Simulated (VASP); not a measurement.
# TiO2 (P3_121) in VASP: single point with PBEsol

Aim: the single point of TiO2 with PBEsol.

The COD entry that gives the cell may itself be a prediction, so a difference from it is no test against experiment.

Everything below comes from runs of VASP 6.6.1. Logs are shortened: lines on timing, memory, paths and dates and some standing lists are left out, and cuts for length are marked.

## Step 1: The cell of the first run

The structure is trigonal, space group P3_121 (No. 152). The conventional cell has a = 5.702 Å, b = 5.702 Å, c = 6.261 Å, α = 90.00°, β = 90.00°, γ = 120.00°. Within 2.4 Å of Ti (site symmetry 2) lie 4 O at 1.81 Å. O (site symmetry 1) has 2 Ti at 1.81 Å within 2.4 Å.

## Step 2: Single point, PBEsol

Contents of INCAR:

```
SYSTEM = TiO2
  ALGO = Normal
  EDIFF = 1E-6
  ENCUT = 520
  GGA = PS
  ISIF = 2
  ISMEAR = 0
  LASPH = .True.
  LCHARG = .False.
  LREAL = .False.
  LWAVE = .False.
  NBANDS = 46
  NELM = 100
  PREC = Accurate
  SIGMA = 0.02
```

Contents of KPOINTS:

```
k-points
0
Gamma
  6 6 4
  0 0 0
```

Contents of POSCAR:

```
TiO2
1.0
    5.7021648333      0.0000000000      0.0000000000
   -2.8510824166      4.9382196022      0.0000000000
    0.0000000000      0.0000000000      6.2605792782
Ti O
3 6
Direct
    0.4950242334      0.0000000000      0.3333333333
    0.0000000000      0.4950242334      0.6666666667
    0.5049757666      0.5049757666      0.0000000000
    0.4252862990      0.2219371685      0.1737403702
    0.7780628315      0.2033491306      0.5070737035
    0.7966508694      0.5747137010      0.8404070368
    0.2219371685      0.4252862990      0.8262596298
    0.2033491306      0.7780628315      0.4929262965
    0.5747137010      0.7966508694      0.1595929632
```

Potentials or basis: VASP PAW PBE potentials, release 64 (Ti_sv, O).

The run is started by

```bash
cat potpaw_PBE.64/Ti_sv/POTCAR potpaw_PBE.64/O/POTCAR > POTCAR
mpirun -np 1 vasp_std > vasp.out
```

OUTCAR:

```text
SYSTEM = TiO2
   EDIFF = 1E-6
   ENCUT = 520
   GGA = PS
   ISIF = 2
   ISMEAR = 0
   LASPH = .True.
   LREAL = .False.
   NELM = 100
   PREC = Accurate

 ion  position               nearest neighbor table
   1  0.495  0.000  0.333-   9 1.81   5 1.81   4 1.81   8 1.81
   2  0.000  0.495  0.667-   6 1.81   8 1.81   7 1.81   5 1.81
   3  0.505  0.505  0.000-   4 1.81   7 1.81   9 1.81   6 1.81
   4  0.425  0.222  0.174-   3 1.81   1 1.81
   5  0.778  0.203  0.507-   1 1.81   2 1.81
   6  0.797  0.575  0.840-   2 1.81   3 1.81
   7  0.222  0.425  0.826-   3 1.81   2 1.81
   8  0.203  0.778  0.493-   2 1.81   1 1.81
   9  0.575  0.797  0.160-   1 1.81   3 1.81

  LATTYP: Found a hexagonal cell.
 ALAT       =     5.7021648333
 C/A-ratio  =     1.0979302530

  Lattice vectors:

 A1 = (   5.7021648333,   0.0000000000,   0.0000000000)
 A2 = (  -2.8510824166,   4.9382196022,   0.0000000000)
 A3 = (   0.0000000000,   0.0000000000,   6.2605792782)

Analysis of symmetry for initial positions (statically):
=====================================================================
 Subroutine PRICEL returns:
 Original cell was already a primitive cell.

 Routine SETGRP: Setting up the symmetry group for a
 hexagonal supercell.

 Subroutine GETGRP returns: Found  6 space group operations
 (whereof  2 operations were pure point group operations)
 out of a pool of 24 trial point group operations.

The static configuration has the point symmetry C_2 .
 The point group associated with its full space group is D_3 .

Analysis of symmetry for dynamics (positions and initial velocities):
=====================================================================
 Subroutine PRICEL returns:
 Original cell was already a primitive cell.

 Routine SETGRP: Setting up the symmetry group for a
 hexagonal supercell.

 Subroutine GETGRP returns: Found  6 space group operations
 (whereof  2 operations were pure point group operations)
 out of a pool of 24 trial point group operations.

The dynamic configuration has the point symmetry C_2 .
 The point group associated with its full space group is D_3 .

 Subroutine INISYM returns: Found  6 space group operations
 (whereof  2 operations are pure point group operations),
 and found     1 'primitive' translations

----------------------------------------------------------------------------------------

                                     Primitive cell

  volume of cell :     176.2888

  direct lattice vectors                    reciprocal lattice vectors
     5.702164833  0.000000000  0.000000000     0.175371991  0.101251066  0.000000000
    -2.851082417  4.938219602  0.000000000     0.000000000  0.202502132  0.000000000
     0.000000000  0.000000000  6.260579278     0.000000000  0.000000000  0.159729628

  length of vectors
     5.702164833  5.702164833  6.260579278     0.202502132  0.202502132  0.159729628

  position of ions in fractional coordinates (direct lattice)
     0.495024233  0.000000000  0.333333333
     0.000000000  0.495024233  0.666666667
     0.504975767  0.504975767  0.000000000
     0.425286299  0.221937168  0.173740370
     0.778062832  0.203349131  0.507073703
     0.796650869  0.574713701  0.840407037
     0.221937168  0.425286299  0.826259630
     0.203349131  0.778062832  0.492926297
     0.574713701  0.796650869  0.159592963

  ion indices of the primitive-cell ions
   primitive index   ion index
                 1           1
                 2           2
                 3           3
                 4           4
                 5           5
                 6           6
                 7           7
                 8           8
                 9           9

----------------------------------------------------------------------------------------

 KPOINTS: k-points

Automatic generation of k-mesh.
 Grid dimensions read from file:
 generate k-points for:    6    6    4

 Generating k-lattice:

  Cartesian coordinates                     Fractional coordinates (reciprocal lattice)
     0.029228665  0.016875178  0.000000000     0.166666667  0.000000000  0.000000000
     0.000000000  0.033750355  0.000000000     0.000000000  0.166666667  0.000000000
     0.000000000  0.000000000  0.039932407     0.000000000  0.000000000  0.250000000

  Length of vectors
     0.033750355  0.033750355  0.039932407

  Shift w.r.t. Gamma in fractional coordinates (k-lattice)
     0.000000000  0.000000000  0.000000000

 Subroutine IBZKPT returns following result:
 ===========================================

 Found     24 irreducible k-points:

 Following reciprocal coordinates:
            Coordinates               Weight
  0.000000  0.000000  0.000000      1.000000
  0.166667  0.000000  0.000000      6.000000
  0.333333  0.000000  0.000000      6.000000
  0.500000  0.000000  0.000000      3.000000
  0.166667  0.166667  0.000000      6.000000
  0.333333  0.166667  0.000000     12.000000
[... 16 lines left out ...]
  0.333333  0.166667  0.500000     12.000000
  0.333333  0.333333  0.500000      2.000000
   k-points           NKPTS =     24   k-points in BZ     NKDIM =     24   number of bands    NBANDS=     46
   number of dos      NEDOS =    301   number of ions     NIONS =      9
   total plane-waves  NPLWV =  84672
   dimension x,y,z NGX =    42 NGY =   42 NGZ =   48
   dimension x,y,z NGXF=    84 NGYF=   84 NGZF=   96
   ions per type =               3   6
   NGX,Y,Z   is equivalent  to a cutoff of  12.25, 12.25, 12.75 a.u.
   NGXF,Y,Z  is equivalent  to a cutoff of  24.49, 24.49, 25.49 a.u.
 SYSTEM =  TiO2
   PREC   = accura    normal or accurate (medium, high low for compatibility)
   ISTART =      0    job   : 0-new  1-cont  2-samecut
   ICHARG =      2    charge: 1-file 2-atom 10-const
   ISPIN  =      1    spin polarized calculation?
   LNONCOLLINEAR =      F non collinear calculations
   LSORBIT =      F    spin-orbit coupling
   LASPH  =      T    aspherical Exc in radial PAW
   ENCUT  =  520.0 eV  38.22 Ry    6.18 a.u.  10.60 10.60 11.64*2*pi/ulx,y,z
   NELM   =    100;   NELMIN=  2; NELMDL= -5     # of ELM steps
   EDIFF  = 0.1E-05   stopping-criterion for ELM
   LREAL  =      F    real-space projection
   EDIFFG = 0.1E-04   stopping-criterion for IOM
   NSW    =      0    number of steps for IOM
   IBRION =     -1    ionic relax: 0-MD 1-quasi-New 2-CG
   NFREE  =      0    steps in history (QN), initial steepest desc. (CG)
   ISIF   =      2    stress and relaxation
   ISYM   =      2    0-nonsym 1-usesym 2-fastsym
   POTIM  = 0.5000    time-step for ionic-motion
   TEBEG  =    0.0;   TEEND  =   0.0 temperature during run
   PSTRESS=    0.0 pullay stress
   NELECT =      72.0000    total number of electrons
   NUPDOWN=      -1.0000    fix difference up-down
   EMIN   =  10.00;   EMAX   =-10.00  energy-range for DOS
   EFERMI =   0.00;   METHOD = LEGACY
   ISMEAR =     0;   SIGMA  =   0.02  broadening in eV -4-tet -1-fermi 0-gaus
   EFERMI_NEDOS =   21; number of points for ismear=-14 and -15
   IALGO  =     38    algorithm
   IMIX   =      4    mixing-type and parameters
     AMIX     =   0.40;   BMIX     =  1.00
     AMIX_MAG =   1.60;   BMIX_MAG =  1.00
  volume/ion in A,a.u.               =      19.59       132.18
  Fermi-wavevector in a.u.,A,eV,Ry     =   1.214630  2.295318 20.073038  1.475327
  Thomas-Fermi vector in A             =   2.350044
   LORBIT       =      0    0 simple, 1 ext, 2 COOP (PROOUT), +10 PAW based schemes
   GGA     = PS    functional components
   LHFCALC =     F    Hartree Fock is set to
   AEXX    =    0.0000 exact exchange contribution
   IVDW    =     0    specifies the selected vdW correction
   LEPSILON=     F    determine dielectric tensor
   LRPA    =     F    only Hartree local field effects (RPA)
 non-spin polarized calculation
 Gauss-broadening in eV      SIGMA  =   0.02
  energy-cutoff  :      520.00
  volume of cell :      176.29
 maximum number of plane-waves:      4812
   NGX = 21   NGY = 21   NGZ = 23

 number of electron      71.9999999 magnetization

 Free energy of the ion-electron system (eV)
  ---------------------------------------------------
  ext. energy  EPLUGINS =         0.00000000
  ---------------------------------------------------
  free energy    TOTEN  =       -83.19025377 eV

  energy without entropy =      -83.19025377  energy(sigma->0) =      -83.19025377

 E-fermi :  -1.3505     XC(G=0):  -7.7411

 val. band max:       -1.4776894970   @ k =   0.0000   0.0000   0.5000
 cond. band min:       1.9342461059   @ k =   0.0000   0.0000   0.0000
 fundamental gap:      3.4119356030
 Fermi energy:        -1.3504726667

 k-point     1 :       0.0000    0.0000    0.0000
  band No.  band energies     occupation
      1     -56.5374      2.00000
      2     -56.5273      2.00000
      3     -56.5273      2.00000
      4     -33.1041      2.00000
      5     -33.0766      2.00000
      6     -33.0766      2.00000
[... 38 lines left out ...]
     45       3.9809      0.00000
     46       4.5677      0.00000

 k-point     2 :       0.1667    0.0000    0.0000
  band No.  band energies     occupation
      1     -56.5368      2.00000
      2     -56.5279      2.00000
      3     -56.5273      2.00000
      4     -33.1020      2.00000
      5     -33.0795      2.00000
      6     -33.0788      2.00000
[... 38 lines left out ...]
     45       4.2350      0.00000
     46       4.6486      0.00000

 k-point     3 :       0.3333    0.0000    0.0000
  band No.  band energies     occupation
      1     -56.5353      2.00000
      2     -56.5294      2.00000
      3     -56.5273      2.00000
      4     -33.0972      2.00000
      5     -33.0849      2.00000
      6     -33.0832      2.00000
[... 1018 lines left out ...]
     45       4.3306      0.00000
     46       4.7119      0.00000

 k-point    24 :       0.3333    0.3333    0.5000
  band No.  band energies     occupation
      1     -56.5340      2.00000
      2     -56.5290      2.00000
      3     -56.5290      2.00000
      4     -33.1033      2.00000
      5     -33.0811      2.00000
      6     -33.0811      2.00000
[... 38 lines left out ...]
     45       4.1758      0.00000
     46       4.6528      0.00000

------------------------ aborting loop because EDIFF is reached ----------------------------------------

  FORCE on cell =-STRESS in cart. coord.  units (eV):
  Direction    XX          YY          ZZ          XY          YZ          ZX
  --------------------------------------------------------------------------------------
  -------------------------------------------------------------------------------------
  Total        0.5409230      0.5409230      0.5580757      0.0000000      0.0000000     -0.0000000
  in kB        4.9161073      4.9161073      5.0719974      0.0000000      0.0000000     -0.0000000
  external PRESSURE =       4.9680706 kB  Pullay stress =       0.0000000 kB

 VOLUME and BASIS-vectors are now :
 -----------------------------------------------------------------------------
  energy-cutoff  :      520.00
  volume of cell :      176.29
      direct lattice vectors                 reciprocal lattice vectors
     5.702164833  0.000000000  0.000000000     0.175371991  0.101251066  0.000000000
    -2.851082417  4.938219602  0.000000000     0.000000000  0.202502132  0.000000000
     0.000000000  0.000000000  6.260579278     0.000000000  0.000000000  0.159729628

 POSITION                                       TOTAL-FORCE (eV/Angst)
 -----------------------------------------------------------------------------------
      2.82271      0.00000      2.08686        -0.001955     -0.000000     -0.000000
     -1.41135      2.44454      4.17372         0.000978     -0.001693     -0.000000
      1.43973      2.49368      0.00000         0.000978      0.001693     -0.000000
      1.79229      1.09597      1.08772        -0.027766     -0.012734      0.003834
      3.85688      1.00418      3.17458         0.024911     -0.017679      0.003834
      2.90408      2.83806      5.26143         0.002855      0.030413      0.003834
      0.05300      2.10016      5.17286         0.002855     -0.030413     -0.003834
     -1.05879      3.84225      3.08600        -0.027766      0.012734     -0.003834
      1.00579      3.93404      0.99914         0.024911      0.017679     -0.003834
 -----------------------------------------------------------------------------------
    total drift:                                0.000002      0.000002     -0.000000

  FREE ENERGIE OF THE ION-ELECTRON SYSTEM (eV)
  ---------------------------------------------------
  free  energy   TOTEN  =       -83.1902537749 eV

  energy  without entropy=      -83.1902537749  energy(sigma->0) =      -83.19025377
```

It took 2.8 min on 1 thread of AMD EPYC 7R13 (Zen 3), shared host; peak memory 0.33 GiB.

Results:

* Free energy: -83.1903 eV
* Pressure: 0.5 GPa
* Largest force: 0.031 eV/Å
* Band gap on the k mesh: 3.41 eV, indirect (least direct gap 3.49 eV)

Forces on the atoms (eV/Å):
```
Ti  -0.002  0.000  0.000
Ti   0.001 -0.002  0.000
Ti   0.001  0.002  0.000
O   -0.028 -0.013  0.004
O    0.025 -0.018  0.004
O    0.003  0.030  0.004
O    0.003 -0.030 -0.004
O   -0.028  0.013 -0.004
O    0.025  0.018 -0.004
```

Caveat: the PAW data sets were made with another functional, which shifts forces and pressure a little. As with any semilocal functional, this PBEsol gap is likely too small.
